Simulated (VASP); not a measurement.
MnRu, 2 atoms in the cell. It takes space group P-6m2 (No. 187, hexagonal). The conventional cell has a = 2.625 Å, b = 2.625 Å, c = 4.066 Å, α = 90.00°, β = 90.00°, γ = 120.00°. Within 3.3 Å of Mn (site symmetry -6m2) lie 6 Ru at 2.54 Å and 6 Mn at 2.63 Å. Ru (site symmetry -6m2) has 6 Mn at 2.54 Å and 6 Ru at 2.63 Å within 3.3 Å. 

- Program: VASP 6.6.1
- Task: single point
- Functional: PBEsol
- Potentials or basis: VASP PAW PBE potentials, release 64 (Mn_pv, Ru_pv)
- Cutoff: 520 eV
- k mesh: 13 × 13 × 7
- Occupations: fermi-dirac, width 0.05 eV
- Spin: collinear spin, ferromagnetic start
- Starting moments: [4.0, 1.5] μB
- Dipole correction: no
- Further INCAR settings: ALGO = Normal; EDIFF = 1e-07; NBANDS = 24

Potentials or basis: VASP PAW PBE potentials, release 64 (Mn_pv, Ru_pv).

Launch:

```bash
$ cat potpaw_PBE.64/Mn_pv/POTCAR potpaw_PBE.64/Ru_pv/POTCAR > POTCAR
$ mpirun -np 1 vasp_std > vasp.out
```

Hardware: 1 thread of Intel Xeon 8259CL (shared host).

Problem. How long does it take, and how much memory?

Solution. Wall time 3 min on 1 thread of Intel Xeon 8259CL, with other jobs on the host, peak memory 0.17 GiB. Counts: scf iterations 19, k points 84.
